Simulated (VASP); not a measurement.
# CaSe (Pm-3m) in VASP: a series of runs

The runs below take CaSe through single point, with r2SCAN, HSE06.

Program: VASP 6.6.1. These are calculated values, not measurements. Logs are shortened: lines on timing, memory, paths and dates and some standing lists are left out, and cuts for length are marked.

## 1. The cell of the first run

Symmetry: Pm-3m, No. 221, cubic system. Conventional cell: a = 3.635 Å, b = 3.635 Å, c = 3.635 Å, α = 90.00°, β = 90.00°, γ = 90.00°. Within 4.1 Å of Ca (site symmetry m-3m) lie 8 Se at 3.15 Å and 6 Ca at 3.63 Å. Se (site symmetry m-3m) has 8 Ca at 3.15 Å and 6 Se at 3.63 Å within 4.1 Å.

## 2. Single point, r2SCAN

File POSCAR:

```
CaSe
1.0
    3.6347849189      0.0000000000      0.0000000000
    0.0000000000      3.6347849189      0.0000000000
    0.0000000000      0.0000000000      3.6347849189
Ca Se
1 1
Direct
    0.0000000000      0.0000000000      0.0000000000
    0.5000000000      0.5000000000      0.5000000000
```

File INCAR.step1:

```
  PREC = Accurate
  ENCUT = 520
  ISMEAR = 0
  SIGMA = 0.01
  LREAL = F
  LASPH = T
  NELM = 60
  NBANDS = 15
  GGA = PE
  ALGO = Normal
  EDIFF = 1E-4
  LWAVE = T
  LCHARG = F
```

File INCAR.step2:

```
  PREC = Accurate
  ENCUT = 520
  EDIFF = 1E-6
  ISMEAR = 0
  SIGMA = 0.01
  LREAL = F
  LASPH = T
  NELM = 60
  ALGO = Normal
  ISIF = 2
  LWAVE = F
  LCHARG = F
  METAGGA = R2SCAN
  LMIXTAU = T
  NBANDS = 15
  ISTART = 1
```

File KPOINTS:

```
Automatic mesh
0
Gamma
  6 6 6
```

Potentials or basis: VASP PAW PBE potentials, release 64 (Ca_sv, Se).

On the command line:

```sh
cat potpaw_PBE.64/Ca_sv/POTCAR potpaw_PBE.64/Se/POTCAR > POTCAR
cp INCAR.step1 INCAR
mpirun -np 1 vasp_std > vasp.out
cp INCAR.step2 INCAR
mpirun -np 1 vasp_std > vasp.out
```

OUTCAR:

```text
PREC = Accurate
   ENCUT = 520
   EDIFF = 1E-6
   ISMEAR = 0
   LREAL = F
   LASPH = T
   NELM = 60
   ISIF = 2
   METAGGA = R2SCAN
   ISTART = 1

 ion  position               nearest neighbor table
   1  0.000  0.000  0.000-
   2  0.500  0.500  0.500-

  LATTYP: Found a simple cubic cell.
 ALAT       =     3.6347849189

  Lattice vectors:

 A1 = (   3.6347849189,   0.0000000000,   0.0000000000)
 A2 = (   0.0000000000,   3.6347849189,   0.0000000000)
 A3 = (   0.0000000000,   0.0000000000,   3.6347849189)

Analysis of symmetry for initial positions (statically):
=====================================================================
 Subroutine PRICEL returns:
 Original cell was already a primitive cell.

 Routine SETGRP: Setting up the symmetry group for a
 simple cubic supercell.

 Subroutine GETGRP returns: Found 48 space group operations
 (whereof 48 operations were pure point group operations)
 out of a pool of 48 trial point group operations.

The static configuration has the point symmetry O_h .

Analysis of symmetry for dynamics (positions and initial velocities):
=====================================================================
 Subroutine PRICEL returns:
 Original cell was already a primitive cell.

 Routine SETGRP: Setting up the symmetry group for a
 simple cubic supercell.

 Subroutine GETGRP returns: Found 48 space group operations
 (whereof 48 operations were pure point group operations)
 out of a pool of 48 trial point group operations.

The dynamic configuration has the point symmetry O_h .

 Subroutine INISYM returns: Found 48 space group operations
 (whereof 48 operations are pure point group operations),
 and found     1 'primitive' translations

----------------------------------------------------------------------------------------

                                     Primitive cell

  volume of cell :      48.0215

  direct lattice vectors                    reciprocal lattice vectors
     3.634784919  0.000000000  0.000000000     0.275119442  0.000000000  0.000000000
     0.000000000  3.634784919  0.000000000     0.000000000  0.275119442  0.000000000
     0.000000000  0.000000000  3.634784919     0.000000000  0.000000000  0.275119442

  length of vectors
     3.634784919  3.634784919  3.634784919     0.275119442  0.275119442  0.275119442

  position of ions in fractional coordinates (direct lattice)
     0.000000000  0.000000000  0.000000000
     0.500000000  0.500000000  0.500000000

  ion indices of the primitive-cell ions
   primitive index   ion index
                 1           1
                 2           2

----------------------------------------------------------------------------------------

 KPOINTS: Automatic mesh

Automatic generation of k-mesh.
 Grid dimensions read from file:
 generate k-points for:    6    6    6

 Generating k-lattice:

  Cartesian coordinates                     Fractional coordinates (reciprocal lattice)
     0.045853240  0.000000000  0.000000000     0.166666667  0.000000000  0.000000000
     0.000000000  0.045853240  0.000000000     0.000000000  0.166666667  0.000000000
     0.000000000  0.000000000  0.045853240     0.000000000  0.000000000  0.166666667

  Length of vectors
     0.045853240  0.045853240  0.045853240

  Shift w.r.t. Gamma in fractional coordinates (k-lattice)
     0.000000000  0.000000000  0.000000000

 Subroutine IBZKPT returns following result:
 ===========================================

 Found     20 irreducible k-points:

 Following reciprocal coordinates:
            Coordinates               Weight
  0.000000  0.000000  0.000000      1.000000
  0.166667  0.000000  0.000000      6.000000
  0.333333  0.000000  0.000000      6.000000
  0.500000  0.000000  0.000000      3.000000
  0.166667  0.166667  0.000000     12.000000
  0.333333  0.166667  0.000000     24.000000
[... 12 lines left out ...]
  0.500000  0.500000  0.333333      6.000000
  0.500000  0.500000  0.500000      1.000000
   k-points           NKPTS =     20   k-points in BZ     NKDIM =     20   number of bands    NBANDS=     15
   number of dos      NEDOS =    301   number of ions     NIONS =      2
   total plane-waves  NPLWV =  21952
   dimension x,y,z NGX =    28 NGY =   28 NGZ =   28
   dimension x,y,z NGXF=    56 NGYF=   56 NGZF=   56
   ions per type =               1   1
   NGX,Y,Z   is equivalent  to a cutoff of  12.81, 12.81, 12.81 a.u.
   NGXF,Y,Z  is equivalent  to a cutoff of  25.61, 25.61, 25.61 a.u.
 SYSTEM =  unknown system
   PREC   = accura    normal or accurate (medium, high low for compatibility)
   ISTART =      1    job   : 0-new  1-cont  2-samecut
   ICHARG =      0    charge: 1-file 2-atom 10-const
   ISPIN  =      1    spin polarized calculation?
   LNONCOLLINEAR =      F non collinear calculations
   LSORBIT =      F    spin-orbit coupling
   LASPH  =      T    aspherical Exc in radial PAW
   ENCUT  =  520.0 eV  38.22 Ry    6.18 a.u.   6.76  6.76  6.76*2*pi/ulx,y,z
   NELM   =     60;   NELMIN=  2; NELMDL=  0     # of ELM steps
   EDIFF  = 0.1E-05   stopping-criterion for ELM
   LREAL  =      F    real-space projection
   EDIFFG = 0.1E-04   stopping-criterion for IOM
   NSW    =      0    number of steps for IOM
   IBRION =     -1    ionic relax: 0-MD 1-quasi-New 2-CG
   NFREE  =      0    steps in history (QN), initial steepest desc. (CG)
   ISIF   =      2    stress and relaxation
   ISYM   =      2    0-nonsym 1-usesym 2-fastsym
   POTIM  = 0.5000    time-step for ionic-motion
   TEBEG  =    0.0;   TEEND  =   0.0 temperature during run
   PSTRESS=    0.0 pullay stress
   NELECT =      16.0000    total number of electrons
   NUPDOWN=      -1.0000    fix difference up-down
   EMIN   =  10.00;   EMAX   =-10.00  energy-range for DOS
   EFERMI =   0.00;   METHOD = LEGACY
   ISMEAR =     0;   SIGMA  =   0.01  broadening in eV -4-tet -1-fermi 0-gaus
   EFERMI_NEDOS =   21; number of points for ismear=-14 and -15
   IALGO  =     38    algorithm
   IMIX   =      4    mixing-type and parameters
     AMIX     =   0.40;   BMIX     =  1.00
     AMIX_MAG =   1.60;   BMIX_MAG =  1.00
  volume/ion in A,a.u.               =      24.01       162.03
  Fermi-wavevector in a.u.,A,eV,Ry     =   1.134931  2.144709 17.525233  1.288068
  Thomas-Fermi vector in A             =   2.271635
   LORBIT       =      0    0 simple, 1 ext, 2 COOP (PROOUT), +10 PAW based schemes
   METAGGA = R2SCAN    functional components
   LHFCALC =     F    Hartree Fock is set to
   AEXX    =    0.0000 exact exchange contribution
   IVDW    =     0    specifies the selected vdW correction
   LEPSILON=     F    determine dielectric tensor
   LRPA    =     F    only Hartree local field effects (RPA)
 non-spin polarized calculation
 Gauss-broadening in eV      SIGMA  =   0.01
  energy-cutoff  :      520.00
  volume of cell :       48.02
 maximum number of plane-waves:      1328
 NGX is ok and might be reduce to    28
   NGX = 13   NGY = 13   NGZ = 13

 number of electron      16.0000007 magnetization

 Free energy of the ion-electron system (eV)
  ---------------------------------------------------
  ext. energy  EPLUGINS =         0.00000000
  ---------------------------------------------------
  free energy    TOTEN  =       -25.22013187 eV

  energy without entropy =      -25.22013187  energy(sigma->0) =      -25.22013187

 E-fermi :   4.1387     XC(G=0): -10.0211

 val. band max:        4.0608894667   @ k =   0.5000   0.5000   0.0000
 cond. band min:       5.3008807906   @ k =   0.5000   0.5000   0.0000
 fundamental gap:      1.2399913240
 Fermi energy:         4.1387399070

 k-point     1 :       0.0000    0.0000    0.0000
  band No.  band energies     occupation
      1     -38.9401      2.00000
      2     -18.9971      2.00000
      3     -18.9971      2.00000
      4     -18.9971      2.00000
      5      -9.4206      2.00000
      6       3.1756      2.00000
      7       3.1756      2.00000
      8       3.1756      2.00000
      9       5.5852      0.00000
     10       5.5852      0.00000
     11       6.9568      0.00000
     12       8.9254      0.00000
     13       8.9254      0.00000
     14       8.9254      0.00000
     15      13.7779      0.00000

 k-point     2 :       0.1667    0.0000    0.0000
  band No.  band energies     occupation
      1     -38.9371      2.00000
      2     -19.0426      2.00000
      3     -18.9928      2.00000
      4     -18.9928      2.00000
      5      -9.2494      2.00000
      6       1.6444      2.00000
      7       3.1401      2.00000
      8       3.1401      2.00000
      9       5.7783      0.00000
     10       6.4171      0.00000
     11       8.1722      0.00000
     12       8.9902      0.00000
     13       9.0654      0.00000
     14       9.0654      0.00000
     15      13.0660      0.00000

 k-point     3 :       0.3333    0.0000    0.0000
  band No.  band energies     occupation
      1     -38.9310      2.00000
      2     -19.1318      2.00000
      3     -18.9842      2.00000
      4     -18.9842      2.00000
      5      -8.8686      2.00000
      6      -0.1662      2.00000
      7       3.0633      2.00000
      8       3.0633      2.00000
      9       6.2478      0.00000
     10       7.8346      0.00000
     11       9.1260      0.00000
     12       9.5011      0.00000
     13       9.5011      0.00000
     14       9.5958      0.00000
     15      11.7376      0.00000
[... 271 lines left out ...]
 k-point    19 :       0.5000    0.5000    0.3333
  band No.  band energies     occupation
      1     -38.9081      2.00000
      2     -19.1150      2.00000
      3     -19.1150      2.00000
      4     -19.0730      2.00000
      5      -7.8870      2.00000
      6       0.3290      2.00000
      7       0.3290      2.00000
      8       0.9808      2.00000
      9       7.1832      0.00000
     10       8.1121      0.00000
     11       8.1121      0.00000
     12       9.9512      0.00000
     13      10.0069      0.00000
     14      10.6041      0.00000
     15      11.1921      0.00000

 k-point    20 :       0.5000    0.5000    0.5000
  band No.  band energies     occupation
      1     -38.9054      2.00000
      2     -19.1084      2.00000
      3     -19.1084      2.00000
      4     -19.1084      2.00000
      5      -7.7176      2.00000
      6       0.2949      2.00000
      7       0.2949      2.00000
      8       0.2949      2.00000
      9       8.4465      0.00000
     10       8.4465      0.00000
     11       8.4465      0.00000
     12       9.9684      0.00000
     13       9.9684      0.00000
     14      10.3581      0.00000
     15      10.3581      0.00000

------------------------ aborting loop because EDIFF is reached ----------------------------------------

  FORCE on cell =-STRESS in cart. coord.  units (eV):
  Direction    XX          YY          ZZ          XY          YZ          ZX
  --------------------------------------------------------------------------------------
  -------------------------------------------------------------------------------------
  Total        0.0680981      0.0680981      0.0680981      0.0000000      0.0000000     -0.0000000
  in kB        2.2720065      2.2720065      2.2720065      0.0000000      0.0000000     -0.0000000
  external PRESSURE =       2.2720065 kB  Pullay stress =       0.0000000 kB

 VOLUME and BASIS-vectors are now :
 -----------------------------------------------------------------------------
  energy-cutoff  :      520.00
  volume of cell :       48.02
      direct lattice vectors                 reciprocal lattice vectors
     3.634784919  0.000000000  0.000000000     0.275119442  0.000000000  0.000000000
     0.000000000  3.634784919  0.000000000     0.000000000  0.275119442  0.000000000
     0.000000000  0.000000000  3.634784919     0.000000000  0.000000000  0.275119442

 POSITION                                       TOTAL-FORCE (eV/Angst)
 -----------------------------------------------------------------------------------
      0.00000      0.00000      0.00000         0.000000      0.000000      0.000000
      1.81739      1.81739      1.81739         0.000000      0.000000      0.000000
 -----------------------------------------------------------------------------------
    total drift:                               -0.000000      0.000000      0.000000

  FREE ENERGIE OF THE ION-ELECTRON SYSTEM (eV)
  ---------------------------------------------------
  free  energy   TOTEN  =       -25.2201318746 eV

  energy  without entropy=      -25.2201318746  energy(sigma->0) =      -25.22013187
```

It took 1.7 min on 1 thread of AMD EPYC 7R43 (Zen 3), shared host; peak memory 0.13 GiB.

Results:

| Item | Value |
| --- | --- |
| Free energy | -25.2201 eV |
| Pressure | 0.2 GPa |
| Band gap on the k mesh | 1.24 eV, direct |

Caveat: the PAW data sets were made with another functional, which shifts forces and pressure a little. r2SCAN opens gaps a little over a GGA but as a rule still falls short of measured ones.

## 3. Single point, HSE06

POSCAR is that of step 2.

File INCAR.step1:

```
PREC     = Accurate       # precision mode
ENCUT    = 520            # plane-wave cutoff, eV
EDIFF    = 1E-5           # SCF threshold, eV
ISMEAR   = 0              # smearing method
SIGMA    = 0.01           # smearing width, eV
LREAL    = False          # projectors in reciprocal space
LASPH    = True           # aspherical terms in the spheres
NELM     = 80             # most SCF steps
ALGO     = Normal         # electronic algorithm
ISIF     = 2              # what is computed and relaxed
LWAVE    = True           # write WAVECAR
LCHARG   = False          # write CHGCAR
NBANDS   = 15             # bands
GGA      = PE             # functional
```

File INCAR.step2:

```
PREC     = Accurate       # precision mode
ENCUT    = 520            # plane-wave cutoff, eV
EDIFF    = 1E-6           # SCF threshold, eV
ISMEAR   = 0              # smearing method
SIGMA    = 0.01           # smearing width, eV
LREAL    = False          # projectors in reciprocal space
LASPH    = True           # aspherical terms in the spheres
NELM     = 80             # most SCF steps
ALGO     = Normal         # electronic algorithm
ISIF     = 2              # what is computed and relaxed
LWAVE    = False          # write WAVECAR
LCHARG   = False          # write CHGCAR
GGA      = PE             # functional
LHFCALC  = True           # exact exchange
HFSCREEN = 0.2079         # screening, 1/A
PRECFOCK = Normal       
NBANDS   = 15             # bands
ISTART   = 1
```

File KPOINTS:

```
regular mesh
0
Gamma
  4 4 4
```

Potentials or basis: VASP PAW PBE potentials, release 64 (Ca_sv, Se).

On the command line:

```sh
cat potpaw_PBE.64/Ca_sv/POTCAR potpaw_PBE.64/Se/POTCAR > POTCAR
cp INCAR.step1 INCAR
mpirun -np 1 vasp_std > vasp.out
cp INCAR.step2 INCAR
mpirun -np 1 vasp_std > vasp.out
```

Wall time 16 min (1 thread of AMD EPYC 7R43 (Zen 3), shared host); peak memory 0.23 GiB.

The run converged. Its results:

| Property | Result |
| --- | --- |
| Free energy | -9.8918 eV |
| Pressure | 0.5 GPa |
| Band gap on the k mesh | 1.54 eV, direct |

Levels at points of the mesh, in eV from the valence-band top:
| k point | band 6 | band 7 | band 8 | band 9 | band 10 | band 11 |
| --- | --- | --- | --- | --- | --- | --- |
| (0.00, 0.00, 0.00) | -0.98 | -0.98 | -0.98 | 2.02 | 2.02 | 2.91 |
| (0.50, 0.00, 0.00) | -5.38 | -1.10 | -1.10 | 3.17 | 5.50 | 6.11 |
| (0.50, 0.50, 0.00) | -3.93 | -3.93 | 0.00 | 1.54 | 4.07 | 4.35 |
| (0.50, 0.50, 0.50) | -4.02 | -4.02 | -4.02 | 4.59 | 4.59 | 4.59 |

Caveat: the k points lie up to 0.43 Å⁻¹ apart; the PAW data sets were made with another functional, which shifts forces and pressure a little.
